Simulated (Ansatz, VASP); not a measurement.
**In3GeO2 in VASP and in Ansatz**

```
CELL_PARAMETERS angstrom
2.89643 -7.01711 0.00000
2.89643 7.01711 0.00000
0.00000 0.00000 3.06563
ATOMIC_POSITIONS crystal
In 0.80549 0.19451 0.00000
In 0.19451 0.80549 0.00000
In 0.50000 0.50000 0.50000
Ge 0.00000 0.00000 0.00000
O 0.50000 0.00000 0.50000
O 0.00000 0.50000 0.50000
```

Change from the starting cell: species swapped into the LaAl2Cu3 type (Cmmm, No. 65).

Alike in both runs: functional PBE; k mesh 4 × 4 × 6; occupations gaussian, width 0.1 eV; no spin polarisation.

Ansatz relaxed the structure, and its values are those at the end. VASP's run is a single point on that final structure, the one shown.

|  | VASP | Ansatz |
| --- | --- | --- |
| version | VASP 6.6.1 | Ansatz 0.2.0 |
| potentials or method | VASP PAW PBE potentials, release 64 (In_d, Ge_d, O), cutoff 520 eV | scalar-relativistic, plane waves, PAW |
| valence electrons in the cell | 65 | 65 |

```tsv
	VASP	Ansatz	Ansatz less VASP
gap on the k mesh at the Fermi level (eV)	none	none	-
pressure (GPa)	0.0	-0.1	-0.09
rms of the force components (eV/Å)	0.021	0.011	-0.0102
```

A gap of «none» marks a metal or a gap that the smearing closes.
